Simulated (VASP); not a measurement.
Mg: single point with r2SCAN

The system is Mg.

```
Mg
1.0
    -1.67888    1.67888    1.67888
     1.67888   -1.67888    1.67888
     1.67888    1.67888   -1.67888
Mg
1
Cartesian
  0.0000 0.0000 0.0000
```

This cell differs from its parent crystal: volume scaled by 0.840.

```json
{
  "Program": "VASP 6.6.1",
  "Task": "single point",
  "Functional": "r2SCAN",
  "Potentials or basis": "VASP PAW PBE potentials, release 64 (Mg)",
  "Cutoff": "520 eV",
  "k mesh": "18 × 18 × 18",
  "Occupations": "gaussian, width 0.05 eV",
  "Spin": "no spin polarisation"
}
```

```json
{
  "Pressure": "9.1 GPa",
  "Band gap on the k mesh": "zero (band 1 reaches 7.94 eV, above the bottom of band 2 at 2.91 eV)"
}
```

Levels at points of the mesh, in eV from the Fermi level:
```tsv
k point	band 1	band 2	band 3	band 4	band 5
(0.00, 0.00, 0.00)	-8.34	15.27	15.27	15.27	17.64
(0.50, 0.00, 0.00)	-2.01	-0.88	9.86	11.74	12.25
(0.50, 0.50, 0.50)	4.15	4.15	4.75	4.75	4.75
```

It took 60 s on 1 thread of Intel(R) Xeon(R) Platinum 8488C (Sapphire Rapids), with other jobs on the host, peak memory 0.16 GiB.

Caveat: the PAW data sets were made with another functional, which shifts forces and pressure a little.
